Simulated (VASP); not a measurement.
# RbCl (Fm-3m) in VASP: notebook, part 2 of 2

VASP 6.6.1.

## (3) Relaxation of cell and atoms, PBE

This run uses another cell than the first one, of 35.09 Å³/atom.

Input file INCAR:

```
SYSTEM = RbCl
  PREC = Accurate
  ENCUT = 500
  EDIFF = 1E-7
  ISMEAR = 0
  SIGMA = 0.02
  LREAL = .FALSE.
  LASPH = .TRUE.
  NELM = 120
  ALGO = Normal
  ISIF = 3
  LWAVE = .FALSE.
  LCHARG = .FALSE.
  GGA = PE
  IBRION = 2
  NSW = 100
  EDIFFG = -0.005
  GGA_COMPAT = .FALSE.
  NELMIN = 4
```

Input file KPOINTS:

```
Automatic mesh
0
G
  6 6 2
  0 0 0
```

Input file POSCAR:

```
RbCl
1.0
    4.6301350000      0.0000000000      0.0000000000
   -2.3150680000      4.0098150000      0.0000000000
    0.0000000000      0.0000000000     11.3414690000
Rb Cl
3 3
Direct
    0.0000000000      0.0000000000      0.0000000000
    0.3333333300      0.6666666700      0.3333333300
    0.6666666700      0.3333333300      0.6666666700
    0.6666666700      0.3333333300      0.1666666700
    0.0000000000      0.0000000000      0.5000000000
    0.3333333300      0.6666666700      0.8333333300
```

Potentials or basis: VASP PAW PBE potentials, release 64 (Rb_sv, Cl).

On the command line:

```bash
> cat potpaw_PBE.64/Rb_sv/POTCAR potpaw_PBE.64/Cl/POTCAR > POTCAR
> mpirun -np 1 vasp_std > vasp.out
```

OUTCAR:

```text
SYSTEM = RbCl
   PREC = Accurate
   ENCUT = 500
   EDIFF = 1E-7
   ISMEAR = 0
   LREAL = .FALSE.
   LASPH = .TRUE.
   NELM = 120
   ISIF = 3
   GGA = PE
   IBRION = 2
   NSW = 100
   EDIFFG = -0.005
   NELMIN = 4

 ion  position               nearest neighbor table
   1  0.000  0.000  0.000-   4 3.27   6 3.27   6 3.27   4 3.27   4 3.27   6 3.27   2 4.63   3 4.63
                             3 4.63   2 4.63   3 4.63   2 4.63
   2  0.333  0.667  0.333-   4 3.27   5 3.27   5 3.27   4 3.27   4 3.27   5 3.27   1 4.63   3 4.63
                             1 4.63   1 4.63   3 4.63   3 4.63
   3  0.667  0.333  0.667-   6 3.27   5 3.27   5 3.27   6 3.27   6 3.27   5 3.27   1 4.63   2 4.63
                             1 4.63   1 4.63   2 4.63   2 4.63
   4  0.667  0.333  0.167-   2 3.27   1 3.27   1 3.27   2 3.27   2 3.27   1 3.27
   5  0.000  0.000  0.500-   3 3.27   2 3.27   3 3.27   2 3.27   3 3.27   2 3.27
   6  0.333  0.667  0.833-   3 3.27   1 3.27   1 3.27   3 3.27   3 3.27   1 3.27

  LATTYP: Found a hexagonal cell.
 ALAT       =     4.6301350000
 C/A-ratio  =     2.4494899177

  Lattice vectors:

 A1 = (   4.6301350000,   0.0000000000,   0.0000000000)
 A2 = (  -2.3150680000,   4.0098150000,   0.0000000000)
 A3 = (   0.0000000000,   0.0000000000,  11.3414690000)

Analysis of symmetry for initial positions (statically):
=====================================================================
 Subroutine PRICEL returns following result:

  LATTYP: Found a face centered cubic cell.
 ALAT       =     6.5480001402

  Lattice vectors:

 A1 = (   2.3150676435,  -1.3366049866,   3.7804896289)
 A2 = (  -0.0000003565,   2.6732100134,   3.7804896289)
 A3 = (  -2.3150672870,  -1.3366050267,   3.7804897423)

   3 primitive cells build up your supercell.

 Routine SETGRP: Setting up the symmetry group for a
 hexagonal supercell.

 Subroutine GETGRP returns: Found 12 space group operations
 (whereof 12 operations were pure point group operations)
 out of a pool of 24 trial point group operations.

The static configuration has the point symmetry D_3d.

Analysis of symmetry for dynamics (positions and initial velocities):
[... 122 lines left out ...]
   NUPDOWN=      -1.0000    fix difference up-down
   EMIN   =  10.00;   EMAX   =-10.00  energy-range for DOS
   EFERMI =   0.00;   METHOD = LEGACY
   ISMEAR =     0;   SIGMA  =   0.02  broadening in eV -4-tet -1-fermi 0-gaus
   EFERMI_NEDOS =   21; number of points for ismear=-14 and -15
   IALGO  =     38    algorithm
   IMIX   =      4    mixing-type and parameters
     AMIX     =   0.40;   BMIX     =  1.00
     AMIX_MAG =   1.60;   BMIX_MAG =  1.00
  volume/ion in A,a.u.               =      35.09       236.83
  Fermi-wavevector in a.u.,A,eV,Ry     =   1.000060  1.889840 13.607464  1.000120
  Thomas-Fermi vector in A             =   2.132392
   LORBIT       =      0    0 simple, 1 ext, 2 COOP (PROOUT), +10 PAW based schemes
   GGA     = PE    functional components
   LHFCALC =     F    Hartree Fock is set to
   AEXX    =    0.0000 exact exchange contribution
   IVDW    =     0    specifies the selected vdW correction
   LEPSILON=     F    determine dielectric tensor
   LRPA    =     F    only Hartree local field effects (RPA)
 conjugate gradient relaxation of ions
 non-spin polarized calculation
 Gauss-broadening in eV      SIGMA  =   0.02
  energy-cutoff  :      500.00
  volume of cell :      210.57
 maximum number of plane-waves:      5387
 NGX is ok and might be reduce to    36
   NGX = 17   NGY = 17   NGZ = 41

--------------------------------------- Ionic step        1  -------------------------------------------

 number of electron      48.0000007 magnetization

 Free energy of the ion-electron system (eV)
  ---------------------------------------------------
  ext. energy  EPLUGINS =         0.00000000
  ---------------------------------------------------
  free energy    TOTEN  =       -19.97450278 eV

  energy without entropy =      -19.97450278  energy(sigma->0) =      -19.97450278

------------------------ aborting loop because EDIFF is reached ----------------------------------------

  FORCE on cell =-STRESS in cart. coord.  units (eV):
  Direction    XX          YY          ZZ          XY          YZ          ZX
  --------------------------------------------------------------------------------------
  -------------------------------------------------------------------------------------
  Total        1.5134392      1.5134395      1.5133974     -0.0000002      0.0000000      0.0000000
  in kB       11.5156447     11.5156474     11.5153265     -0.0000014      0.0000000      0.0000000
  external PRESSURE =      11.5155395 kB  Pullay stress =       0.0000000 kB
[... 107 lines left out ...]
--------------------------------------- Ionic step        4  -------------------------------------------

 number of electron      48.0000003 magnetization

 Free energy of the ion-electron system (eV)
  ---------------------------------------------------
  ext. energy  EPLUGINS =         0.00000000
  ---------------------------------------------------
  free energy    TOTEN  =       -20.02383847 eV

  energy without entropy =      -20.02383847  energy(sigma->0) =      -20.02383847

 E-fermi :  -1.9341     XC(G=0):  -7.1441

 val. band max:       -2.0653611770   @ k =   0.0000   0.0000   0.0000
 cond. band min:       2.7696790899   @ k =   0.0000   0.0000   0.0000
 fundamental gap:      4.8350402669
 Fermi energy:        -1.9340756675

 k-point     1 :       0.0000    0.0000    0.0000
  band No.  band energies     occupation
      1     -26.1149      2.00000
      2     -26.1058      2.00000
      3     -26.1058      2.00000
      4     -14.0549      2.00000
      5     -14.0549      2.00000
      6     -14.0193      2.00000
[... 456 lines left out ...]
  FREE ENERGIE OF THE ION-ELECTRON SYSTEM (eV)
  ---------------------------------------------------
  free  energy   TOTEN  =       -20.0238384684 eV

  energy  without entropy=      -20.0238384684  energy(sigma->0) =      -20.02383847

 reached required accuracy - stopping structural energy minimisation
```

OSZICAR:

```text
N       E                     dE             d eps       ncg     rms          rms(c)
DAV:   1     0.351461124984E+03    0.35146E+03   -0.20872E+04   784   0.144E+03
DAV:   2     0.933182268806E+01   -0.34213E+03   -0.33478E+03  1160   0.274E+02
DAV:   3    -0.202252194196E+02   -0.29557E+02   -0.29477E+02  1000   0.871E+01
DAV:   4    -0.210279040620E+02   -0.80268E+00   -0.80173E+00  1168   0.142E+01
[... 41 lines left out ...]
DAV:   6    -0.200238381506E+02   -0.51543E-05   -0.20293E-06   964   0.938E-03    0.283E-03
DAV:   7    -0.200238389430E+02   -0.79240E-06   -0.64118E-08   540   0.181E-03    0.145E-03
DAV:   8    -0.200238383410E+02    0.60195E-06   -0.51101E-08   492   0.136E-03    0.523E-04
DAV:   9    -0.200238384734E+02   -0.13231E-06   -0.12421E-08   476   0.692E-04    0.960E-05
DAV:  10    -0.200238384684E+02    0.49868E-08   -0.46294E-09   476   0.296E-04
   4 F= -.20023838E+02 E0= -.20023838E+02  d E =-.493357E-01
```

CONTCAR:

```text
RbCl
   1.00000000000000
     4.7353758613585706   -0.0000000131229104    0.0000000000000000
    -2.3676884534088325    4.1009562978615381   -0.0000000000000000
    -0.0000000000000000    0.0000000000000000   11.5992483068639043
  Rb              Cl
     3     3
Direct
     0.0000000000000000    0.0000000000000000    0.0000000000000000
     0.3333333300000021    0.6666666699999979    0.3333333300000021
     0.6666666699999979    0.3333333300000021    0.6666666699999979
     0.6666666699999979    0.3333333300000021    0.1666666699999979
     0.0000000000000000    0.0000000000000000    0.5000000000000000
     0.3333333300000021    0.6666666699999979    0.8333333300000021

  0.00000000E+00  0.00000000E+00  0.00000000E+00
  0.00000000E+00  0.00000000E+00  0.00000000E+00
  0.00000000E+00  0.00000000E+00  0.00000000E+00
  0.00000000E+00  0.00000000E+00  0.00000000E+00
  0.00000000E+00  0.00000000E+00  0.00000000E+00
  0.00000000E+00  0.00000000E+00  0.00000000E+00
```

Wall time 8.3 min (1 thread of Intel Xeon 8259CL, shared host); peak memory 0.36 GiB.

Results:

| Quantity | Value |
| --- | --- |
| Free energy | -20.0238 eV |
| Relaxed volume | 37.54 Å³/atom |
| Relaxed cell | a = 4.735 Å, b = 4.735 Å, c = 11.599 Å, α = 90.00°, β = 90.00°, γ = 120.00° |
| Space group after relaxing (to 0.1 Å) | Fm-3m (No. 225) |
| Energy gained by relaxing | 8.2 meV/atom |
| Ionic steps | 4 |
| Pressure after relaxing | 0.0 GPa |
| Band gap on the k mesh | 4.84 eV |

The path:
```
step  energy change (eV)  largest force (eV/Å)  pressure (GPa)  volume (Å³)
   1              0.0000                0.0000            1.15       210.57
   2             -0.0392                0.0000            0.48       218.35
   3             -0.0493                0.0000           -0.04       225.84
   4             -0.0493                0.0000            0.00       225.25
```

Final structure:
```
Rb Cl
1.0
     4.73538    0.00000    0.00000
    -2.36769    4.10096    0.00000
     0.00000    0.00000   11.59925
Rb Cl
3 3
Direct
  0.00000 0.00000 0.00000
  0.33333 0.66667 0.33333
  0.66667 0.33333 0.66667
  0.66667 0.33333 0.16667
  0.00000 0.00000 0.50000
  0.33333 0.66667 0.83333
```

Levels at points of the mesh, in eV from the valence-band top:
| k point | band 22 | band 23 | band 24 | band 25 | band 26 | band 27 |
| --- | --- | --- | --- | --- | --- | --- |
| (0.00, 0.00, 0.00) | 0.00 | 0.00 | 0.00 | 4.84 | 6.72 | 6.72 |
| (0.50, 0.00, 0.00) | -0.25 | -0.10 | -0.10 | 6.24 | 7.44 | 7.44 |
| (0.00, 0.00, 0.50) | -0.08 | -0.08 | -0.08 | 5.42 | 5.42 | 7.57 |
| (0.50, 0.00, 0.50) | -0.22 | -0.15 | -0.15 | 6.63 | 6.63 | 7.57 |
